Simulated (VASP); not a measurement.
# SnS2 (P-3m1) in VASP: a series of runs

The runs below take SnS2 through single point, relaxation of cell and atoms, with PBEsol.

All numbers are computed with VASP 6.6.1; they aren't measurements. Logs are shortened: lines on timing, memory, paths and dates and some standing lists are left out, and cuts for length are marked.

## 1. The cell of the first run

The structure is trigonal, space group P-3m1 (No. 164). Conventional cell: a = 3.651 Å, b = 3.651 Å, c = 6.059 Å, α = 90.00°, β = 90.00°, γ = 120.00°. Sn (site symmetry -3m) has 6 S at 2.57 Å within 3.4 Å. Within 3.4 Å of S (site symmetry 3m) lie 3 Sn at 2.57 Å.

## 2. Single point, PBEsol

Input file INCAR:

```
PREC = Accurate
ENCUT = 520
EDIFF = 1E-7
ISMEAR = 0
SIGMA = 0.02
LREAL = F
LASPH = T
NELM = 80
ALGO = Normal
ISIF = 2
LWAVE = F
LCHARG = F
GGA = PS
NBANDS = 20
```

Input file KPOINTS:

```
regular mesh
0
Gamma
  12 12 6
```

Input file POSCAR:

```
SnS2
1.0
    3.6513143055      0.0000000000      0.0000000000
   -1.8256571527      3.1621309458      0.0000000000
    0.0000000000      0.0000000000      6.0589189126
Sn S
1 2
Direct
    0.0000000000      0.0000000000      0.0000000000
    0.6666666667      0.3333333333      0.2432430385
    0.3333333333      0.6666666667      0.7567569615
```

Potentials or basis: VASP PAW PBE potentials, release 64 (Sn_d, S).

The run is started by

```bash
$ cat potpaw_PBE.64/Sn_d/POTCAR potpaw_PBE.64/S/POTCAR > POTCAR
$ mpirun -np 1 vasp_std > vasp.out
```

OUTCAR:

```text
PREC = Accurate
   ENCUT = 520
   EDIFF = 1E-7
   ISMEAR = 0
   LREAL = F
   LASPH = T
   NELM = 80
   ISIF = 2
   GGA = PS

 ion  position               nearest neighbor table
   1  0.000  0.000  0.000-   2 2.57   3 2.57   2 2.57   3 2.57   2 2.57   3 2.57
   2  0.667  0.333  0.243-   1 2.57   1 2.57   1 2.57
   3  0.333  0.667  0.757-   1 2.57   1 2.57   1 2.57

  LATTYP: Found a hexagonal cell.
 ALAT       =     3.6513143055
 C/A-ratio  =     1.6593802685

  Lattice vectors:

 A1 = (   3.6513143055,   0.0000000000,   0.0000000000)
 A2 = (  -1.8256571527,   3.1621309458,   0.0000000000)
 A3 = (   0.0000000000,   0.0000000000,   6.0589189126)

Analysis of symmetry for initial positions (statically):
=====================================================================
 Subroutine PRICEL returns:
 Original cell was already a primitive cell.

 Routine SETGRP: Setting up the symmetry group for a
 hexagonal supercell.

 Subroutine GETGRP returns: Found 12 space group operations
 (whereof 12 operations were pure point group operations)
 out of a pool of 24 trial point group operations.

The static configuration has the point symmetry D_3d.

Analysis of symmetry for dynamics (positions and initial velocities):
=====================================================================
 Subroutine PRICEL returns:
 Original cell was already a primitive cell.

 Routine SETGRP: Setting up the symmetry group for a
 hexagonal supercell.

 Subroutine GETGRP returns: Found 12 space group operations
 (whereof 12 operations were pure point group operations)
 out of a pool of 24 trial point group operations.

The dynamic configuration has the point symmetry D_3d.

 Subroutine INISYM returns: Found 12 space group operations
 (whereof 12 operations are pure point group operations),
 and found     1 'primitive' translations

----------------------------------------------------------------------------------------

                                     Primitive cell

  volume of cell :      69.9559

  direct lattice vectors                    reciprocal lattice vectors
     3.651314306  0.000000000  0.000000000     0.273873985  0.158121219  0.000000000
    -1.825657153  3.162130946  0.000000000     0.000000000  0.316242438  0.000000000
     0.000000000  0.000000000  6.058918913     0.000000000  0.000000000  0.165045945

  length of vectors
     3.651314306  3.651314306  6.058918913     0.316242438  0.316242438  0.165045945

  position of ions in fractional coordinates (direct lattice)
     0.000000000  0.000000000  0.000000000
     0.666666667  0.333333333  0.243243038
     0.333333333  0.666666667  0.756756962

  ion indices of the primitive-cell ions
   primitive index   ion index
                 1           1
                 2           2
                 3           3

----------------------------------------------------------------------------------------

 KPOINTS: regular mesh

Automatic generation of k-mesh.
 Grid dimensions read from file:
 generate k-points for:   12   12    6

 Generating k-lattice:

  Cartesian coordinates                     Fractional coordinates (reciprocal lattice)
     0.022822832  0.013176768  0.000000000     0.083333333  0.000000000  0.000000000
     0.000000000  0.026353537  0.000000000     0.000000000  0.083333333  0.000000000
     0.000000000  0.000000000  0.027507658     0.000000000  0.000000000  0.166666667

  Length of vectors
     0.026353537  0.026353537  0.027507658

  Shift w.r.t. Gamma in fractional coordinates (k-lattice)
     0.000000000  0.000000000  0.000000000

 Subroutine IBZKPT returns following result:
 ===========================================

 Found    100 irreducible k-points:

 Following reciprocal coordinates:
            Coordinates               Weight
  0.000000  0.000000  0.000000      1.000000
  0.083333  0.000000  0.000000      6.000000
  0.166667  0.000000  0.000000      6.000000
  0.250000 -0.000000  0.000000      6.000000
  0.333333 -0.000000  0.000000      6.000000
  0.416667 -0.000000  0.000000      6.000000
[... 16 lines left out ...]
  0.166667  0.000000  0.166667      6.000000
  0.000000  0.166667  0.166667      6.000000
 [... further k-points ...]
   k-points           NKPTS =    100   k-points in BZ     NKDIM =    100   number of bands    NBANDS=     20
   number of dos      NEDOS =    301   number of ions     NIONS =      3
   total plane-waves  NPLWV =  37632
   dimension x,y,z NGX =    28 NGY =   28 NGZ =   48
   dimension x,y,z NGXF=    56 NGYF=   56 NGZF=   96
   ions per type =               1   2
   NGX,Y,Z   is equivalent  to a cutoff of  12.75, 12.75, 13.17 a.u.
   NGXF,Y,Z  is equivalent  to a cutoff of  25.50, 25.50, 26.34 a.u.
 SYSTEM =  unknown system
   PREC   = accura    normal or accurate (medium, high low for compatibility)
   ISTART =      0    job   : 0-new  1-cont  2-samecut
   ICHARG =      2    charge: 1-file 2-atom 10-const
   ISPIN  =      1    spin polarized calculation?
   LNONCOLLINEAR =      F non collinear calculations
   LSORBIT =      F    spin-orbit coupling
   LASPH  =      T    aspherical Exc in radial PAW
   ENCUT  =  520.0 eV  38.22 Ry    6.18 a.u.   6.79  6.79 11.27*2*pi/ulx,y,z
   NELM   =     80;   NELMIN=  2; NELMDL= -5     # of ELM steps
   EDIFF  = 0.1E-06   stopping-criterion for ELM
   LREAL  =      F    real-space projection
   EDIFFG = 0.1E-05   stopping-criterion for IOM
   NSW    =      0    number of steps for IOM
   IBRION =     -1    ionic relax: 0-MD 1-quasi-New 2-CG
   NFREE  =      0    steps in history (QN), initial steepest desc. (CG)
   ISIF   =      2    stress and relaxation
   ISYM   =      2    0-nonsym 1-usesym 2-fastsym
   POTIM  = 0.5000    time-step for ionic-motion
   TEBEG  =    0.0;   TEEND  =   0.0 temperature during run
   PSTRESS=    0.0 pullay stress
   NELECT =      26.0000    total number of electrons
   NUPDOWN=      -1.0000    fix difference up-down
   EMIN   =  10.00;   EMAX   =-10.00  energy-range for DOS
   EFERMI =   0.00;   METHOD = LEGACY
   ISMEAR =     0;   SIGMA  =   0.02  broadening in eV -4-tet -1-fermi 0-gaus
   EFERMI_NEDOS =   21; number of points for ismear=-14 and -15
   IALGO  =     38    algorithm
   IMIX   =      4    mixing-type and parameters
     AMIX     =   0.40;   BMIX     =  1.00
     AMIX_MAG =   1.60;   BMIX_MAG =  1.00
  volume/ion in A,a.u.               =      23.32       157.36
  Fermi-wavevector in a.u.,A,eV,Ry     =   1.177040  2.224283 18.849825  1.385423
  Thomas-Fermi vector in A             =   2.313393
   LORBIT       =      0    0 simple, 1 ext, 2 COOP (PROOUT), +10 PAW based schemes
   GGA     = PS    functional components
   LHFCALC =     F    Hartree Fock is set to
   AEXX    =    0.0000 exact exchange contribution
   IVDW    =     0    specifies the selected vdW correction
   LEPSILON=     F    determine dielectric tensor
   LRPA    =     F    only Hartree local field effects (RPA)
 non-spin polarized calculation
 Gauss-broadening in eV      SIGMA  =   0.02
  energy-cutoff  :      520.00
  volume of cell :       69.96
 maximum number of plane-waves:      1906
   NGX = 13   NGY = 13   NGZ = 23

 number of electron      26.0000011 magnetization

 Free energy of the ion-electron system (eV)
  ---------------------------------------------------
  ext. energy  EPLUGINS =         0.00000000
  ---------------------------------------------------
  free energy    TOTEN  =       -14.27230827 eV

  energy without entropy =      -14.27230827  energy(sigma->0) =      -14.27230827

 E-fermi :   4.3510     XC(G=0):  -9.6338

 val. band max:        4.1780347755   @ k =   0.0000   0.1667   0.1667
 cond. band min:       5.6142261967   @ k =   0.5000  -0.0000   0.3333
 fundamental gap:      1.4361914212
 Fermi energy:         4.3510002153

 k-point     1 :       0.0000    0.0000    0.0000
  band No.  band energies     occupation
      1     -16.5567      2.00000
      2     -16.5567      2.00000
      3     -16.5135      2.00000
      4     -16.4853      2.00000
      5     -16.4853      2.00000
      6      -9.4827      2.00000
[... 12 lines left out ...]
     19      13.7258      0.00000
     20      13.7258      0.00000

 k-point     2 :       0.0833    0.0000    0.0000
  band No.  band energies     occupation
      1     -16.5611      2.00000
      2     -16.5524      2.00000
      3     -16.5102      2.00000
      4     -16.4883      2.00000
      5     -16.4851      2.00000
      6      -9.4042      2.00000
[... 12 lines left out ...]
     19      13.2075      0.00000
     20      13.8284      0.00000

 k-point     3 :       0.1667    0.0000    0.0000
  band No.  band energies     occupation
      1     -16.5744      2.00000
      2     -16.5417      2.00000
      3     -16.5030      2.00000
      4     -16.4934      2.00000
      5     -16.4833      2.00000
      6      -9.1725      2.00000
[... 12 lines left out ...]
     19      13.2264      0.00000
     20      14.0625      0.00000

 k-point     4 :       0.2500   -0.0000    0.0000
  band No.  band energies     occupation
      1     -16.5944      2.00000
      2     -16.5308      2.00000
      3     -16.5084      2.00000
      4     -16.4832      2.00000
      5     -16.4769      2.00000
      6      -8.8016      2.00000
[... 12 lines left out ...]
     19      12.9905      0.00000
     20      14.1702      0.00000

 k-point     5 :       0.3333   -0.0000    0.0000
  band No.  band energies     occupation
      1     -16.6155      2.00000
      2     -16.5250      2.00000
      3     -16.5168      2.00000
      4     -16.4688      2.00000
      5     -16.4653      2.00000
      6      -8.3259      2.00000
[... 12 lines left out ...]
     19      13.5044      0.00000
     20      14.2789      0.00000

 k-point     6 :       0.4167   -0.0000    0.0000
  band No.  band energies     occupation
      1     -16.6313      2.00000
      2     -16.5235      2.00000
      3     -16.5227      2.00000
      4     -16.4582      2.00000
      5     -16.4541      2.00000
      6      -7.8286      2.00000
[... 12 lines left out ...]
     19      14.0920      0.00000
     20      14.7319      0.00000

 k-point     7 :       0.5000   -0.0000    0.0000
  band No.  band energies     occupation
      1     -16.6371      2.00000
      2     -16.5249      2.00000
      3     -16.5233      2.00000
      4     -16.4543      2.00000
      5     -16.4496      2.00000
      6      -7.5520      2.00000
[... 12 lines left out ...]
     19      14.3765      0.00000
     20      14.9123      0.00000
[... 277 lines left out ...]
 k-point    20 :       0.0000    0.0000    0.1667
  band No.  band energies     occupation
      1     -16.5567      2.00000
      2     -16.5567      2.00000
      3     -16.5135      2.00000
      4     -16.4853      2.00000
      5     -16.4853      2.00000
      6      -9.4540      2.00000
[... 12 lines left out ...]
     19      13.5945      0.00000
     20      13.5945      0.00000

 k-point    21 :       0.0833    0.0000    0.1667
  band No.  band energies     occupation
      1     -16.5611      2.00000
      2     -16.5524      2.00000
      3     -16.5102      2.00000
      4     -16.4883      2.00000
      5     -16.4851      2.00000
      6      -9.3757      2.00000
[... 12 lines left out ...]
     19      13.1245      0.00000
     20      13.6156      0.00000

 k-point    22 :       0.0000    0.0833    0.1667
  band No.  band energies     occupation
      1     -16.5611      2.00000
      2     -16.5524      2.00000
      3     -16.5102      2.00000
      4     -16.4883      2.00000
      5     -16.4851      2.00000
      6      -9.3757      2.00000
[... 12 lines left out ...]
     19      13.1144      0.00000
     20      13.8233      0.00000

 k-point    23 :       0.1667    0.0000    0.1667
  band No.  band energies     occupation
      1     -16.5744      2.00000
      2     -16.5417      2.00000
      3     -16.5030      2.00000
      4     -16.4934      2.00000
      5     -16.4833      2.00000
      6      -9.1442      2.00000
[... 12 lines left out ...]
     19      12.9810      0.00000
     20      13.8218      0.00000

 k-point    24 :       0.0000    0.1667    0.1667
  band No.  band energies     occupation
      1     -16.5744      2.00000
      2     -16.5417      2.00000
      3     -16.5029      2.00000
      4     -16.4935      2.00000
      5     -16.4833      2.00000
      6      -9.1447      2.00000
[... 12 lines left out ...]
     19      13.4028      0.00000
     20      13.7759      0.00000

 [... further k-points ...]

------------------------ aborting loop because EDIFF is reached ----------------------------------------

  FORCE on cell =-STRESS in cart. coord.  units (eV):
  Direction    XX          YY          ZZ          XY          YZ          ZX
  --------------------------------------------------------------------------------------
  -------------------------------------------------------------------------------------
  Total       -0.0363820     -0.0363820     -0.0145398     -0.0000000      0.0000000      0.0000000
  in kB       -0.8332448     -0.8332448     -0.3330014     -0.0000000      0.0000000      0.0000000
  external PRESSURE =      -0.6664970 kB  Pullay stress =       0.0000000 kB

 VOLUME and BASIS-vectors are now :
 -----------------------------------------------------------------------------
  energy-cutoff  :      520.00
  volume of cell :       69.96
      direct lattice vectors                 reciprocal lattice vectors
     3.651314306  0.000000000  0.000000000     0.273873985  0.158121219  0.000000000
    -1.825657153  3.162130946  0.000000000     0.000000000  0.316242438  0.000000000
     0.000000000  0.000000000  6.058918913     0.000000000  0.000000000  0.165045945

 POSITION                                       TOTAL-FORCE (eV/Angst)
 -----------------------------------------------------------------------------------
      0.00000      0.00000      0.00000         0.000000      0.000000      0.000000
      1.82566      1.05404      1.47379         0.000000     -0.000000     -0.000054
     -0.00000      2.10809      4.58513        -0.000000      0.000000      0.000054
 -----------------------------------------------------------------------------------
    total drift:                               -0.000000      0.000000     -0.000000

  FREE ENERGIE OF THE ION-ELECTRON SYSTEM (eV)
  ---------------------------------------------------
  free  energy   TOTEN  =       -14.2723082659 eV

  energy  without entropy=      -14.2723082659  energy(sigma->0) =      -14.27230827
```

It took 2 min on 1 thread of AMD EPYC 7R13 (Zen 3), shared host; peak memory 0.24 GiB.

What came out:

| Property | Result |
| --- | --- |
| Free energy | -14.2723 eV |
| Pressure | -0.1 GPa |
| Band gap on the k mesh | 1.44 eV, indirect (least direct gap 1.84 eV) |

Caveat: the PAW data sets were made with another functional, which shifts forces and pressure a little; spin-orbit coupling is left out, which moves the levels of the heavy elements; this functional lacks dispersion, which binds the layers, so the pressure and a relaxed spacing across them are unreliable. A k mesh can miss the band edges.

## 3. Relaxation of cell and atoms, PBEsol

Input file INCAR:

```
SYSTEM = SnS2
ALGO = Normal ; EDIFF = 1E-7
EDIFFG = -0.005 ; ENCUT = 600
GGA = PS ; IBRION = 2
ISIF = 3 ; ISMEAR = 0
LASPH = .TRUE. ; LCHARG = .FALSE.
LREAL = .FALSE. ; LWAVE = .FALSE.
NELM = 100 ; NSW = 100
PREC = Accurate ; SIGMA = 0.02
```

Input file KPOINTS:

```
k-points
0
G
  12 12 6
  0 0 0
```

POSCAR is that of step 2.

Potentials or basis: VASP PAW PBE potentials, release 64 (Sn_d, S).

The run is started by

```bash
$ cat potpaw_PBE.64/Sn_d/POTCAR potpaw_PBE.64/S/POTCAR > POTCAR
$ mpirun -np 1 vasp_std > vasp.out
```

Run time: 3.6 min. Hardware: 1 thread of AMD EPYC 7R13 (Zen 3), shared host; peak memory 0.27 GiB.

The run converged. Its results:

| Property | Result |
| --- | --- |
| Free energy | -14.2729 eV |
| Relaxed volume | 23.31 Å³/atom |
| Relaxed cell | a = 3.650 Å, b = 3.650 Å, c = 6.059 Å, α = 90.00°, β = 90.00°, γ = 120.00° |
| Space group after relaxing (to 0.05 Å) | P-3m1 (No. 164) |
| Energy gained by relaxing | 0.0 meV/atom |
| Ionic steps | 3 |
| Pressure after relaxing | 0.0 GPa |
| Band gap on the k mesh | 1.44 eV, indirect (least direct gap 1.84 eV) |

Forces in eV/Å, atoms in the order of the input:
```
Sn   0.000  0.000  0.000
S    0.000  0.000  0.002
S    0.000  0.000 -0.002
```

Final structure:
```
Sn S
1.0
     3.65047    0.00000    0.00000
    -1.82524    3.16140    0.00000
     0.00000    0.00000    6.05921
Sn S
1 2
Cartesian
  -1.8252 3.1614 0.0000
  1.8252 1.0538 1.4739
  0.0000 2.1076 4.5854
```

Levels at points of the mesh, in eV from the valence-band top:
```tsv
k point	band 9	band 10	band 11	band 12	band 13	band 14	band 15	band 16	band 17
(0.00, 0.00, 0.00)	-0.53	-0.53	-0.21	-0.21	-0.05	1.98	3.66	5.44	5.44
(0.50, 0.00, 0.00)	-4.34	-2.56	-2.41	-0.86	-0.21	1.68	4.48	6.00	6.25
(0.00, 0.00, 0.50)	-1.74	-0.59	-0.59	-0.12	-0.12	3.06	3.71	5.25	5.25
(0.50, 0.00, 0.50)	-4.69	-2.30	-1.80	-0.61	-0.47	1.47	4.69	5.58	6.32
```

Caveat: the PAW data sets were made with another functional, which shifts forces and pressure a little; spin-orbit coupling is left out, which moves the levels of the heavy elements; this functional lacks dispersion, which binds the layers, so the pressure and a relaxed spacing across them are unreliable. A k mesh can miss the band edges.

## 4. Relaxation of cell and atoms, PBEsol

INCAR is that of step 3.

KPOINTS is that of step 3.

Input file POSCAR:

```
SnS2
1.0
    3.6513143051      0.0000000000      0.0000000000
   -1.8256571525      3.1621309454      0.0000000000
    0.0000000000      0.0000000000      6.0589189161
Sn S
1 2
Direct
    0.0000000000      0.0000000000      0.0000000000
    0.6666666667      0.3333333333      0.2432430389
    0.3333333333      0.6666666667      0.7567569611
```

The run is started by

```bash
$ cat potpaw_PBE.64/Sn_d/POTCAR potpaw_PBE.64/S/POTCAR > POTCAR
$ mpirun -np 1 vasp_std > vasp.out
```

Wall time 5.8 min (1 thread of AMD EPYC 7R43 (Zen 3), shared host); peak memory 0.26 GiB.

Results (log left out):

```yaml
Free_energy: -14.2729 eV
Relaxed_volume: 23.31 Å³/atom
Relaxed_cell: a = 3.650 Å, b = 3.650 Å, c = 6.059 Å, α = 90.00°, β = 90.00°, γ = 120.00°
Space_group_after_relaxing_to_0.05_Å: P-3m1 (No. 164)
Energy_gained_by_relaxing: 0.0 meV/atom
Ionic_steps: 3
Pressure_after_relaxing: 0.0 GPa
Band_gap_on_the_k_mesh: 1.44 eV, indirect (least direct gap 1.84 eV)
```

Forces in eV/Å, atoms in the order of the input:
```
Sn   0.000  0.000  0.000
S    0.000  0.000  0.002
S    0.000  0.000 -0.002
```

Final structure:
```
Sn S
1.0
     3.65047    0.00000    0.00000
    -1.82524    3.16140    0.00000
     0.00000    0.00000    6.05921
Sn S
1 2
Direct
  0.00000 0.00000 0.00000
  0.66667 0.33333 0.24324
  0.33333 0.66667 0.75676
```

Levels at points of the mesh, in eV from the valence-band top:
```
           k point  band 10  band 11  band 12  band 13  band 14  band 15  band 16  band 17
(0.00, 0.00, 0.00)    -0.53    -0.21    -0.21    -0.05     1.98     3.66     5.44     5.44
(0.50, 0.00, 0.00)    -2.56    -2.41    -0.86    -0.21     1.68     4.48     6.00     6.25
(0.00, 0.00, 0.50)    -0.59    -0.59    -0.12    -0.12     3.06     3.71     5.25     5.25
(0.50, 0.00, 0.50)    -2.30    -1.80    -0.61    -0.47     1.47     4.69     5.58     6.32
```

Caveat: the PAW data sets were made with another functional, which shifts forces and pressure a little; spin-orbit coupling is left out, which moves the levels of the heavy elements; this functional lacks dispersion, which binds the layers, so the pressure and a relaxed spacing across them are unreliable. A k mesh can miss the band edges.
